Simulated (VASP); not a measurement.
Set up this calculation in VASP 6.6.1, as the native input.

```yaml
Task: single point
Functional: PBEsol
Potentials_or_basis: VASP PAW PBE potentials, release 64 (Ta_pv)
Cutoff: 520 eV
k_mesh: 22 × 22 × 22
Occupations: gaussian, width 0.15 eV
Spin: no spin polarisation
Dipole_correction: no
Further_INCAR_settings: ALGO = Fast; EDIFF = 1e-06; NBANDS = 12
```

The structure of Ta lies in POSCAR:

```
Ta
1.0
   -1.6828435874      1.6828435874      1.6828435874
    1.6828435874     -1.6828435874      1.6828435874
    1.6828435874      1.6828435874     -1.6828435874
Ta
1
Direct
    0.0000000000      0.0000000000      0.0000000000
```

This cell differs from its parent crystal: volume 19.063 Å^3 an atom, c/a of the conventional cell 1.0000.

These files were run (other wordings do the same):

INCAR

```
SYSTEM = Ta
PREC     = Accurate       ! precision mode
ENCUT    = 520            ! plane-wave cutoff, eV
EDIFF    = 1E-6           ! SCF threshold, eV
ISMEAR   = 0              ! smearing method
SIGMA    = 0.15           ! smearing width, eV
LREAL    = .False.        ! projectors in reciprocal space
LASPH    = .True.         ! aspherical terms in the spheres
NELM     = 100            ! most SCF steps
ALGO     = Fast           ! electronic algorithm
ISIF     = 2              ! what is computed and relaxed
LWAVE    = .False.        ! write WAVECAR
LCHARG   = .False.        ! write CHGCAR
GGA      = PS             ! functional
NBANDS   = 12             ! bands
```

KPOINTS

```
Automatic mesh
0
Gamma
  22 22 22
  0 0 0
```

Potentials or basis: VASP PAW PBE potentials, release 64 (Ta_pv).

Launch:

```bash
$ cat potpaw_PBE.64/Ta_pv/POTCAR > POTCAR
$ mpirun -np 1 vasp_std > vasp.out
```

It gave:

```yaml
Pressure: -13.5 GPa
```

Caveat: the PAW data sets were made with another functional, which shifts forces and pressure a little.

It took 50 s on 1 thread of AMD EPYC 9R45 96-Core Processor (Zen 5), on a shared host, peak memory 0.16 GiB.
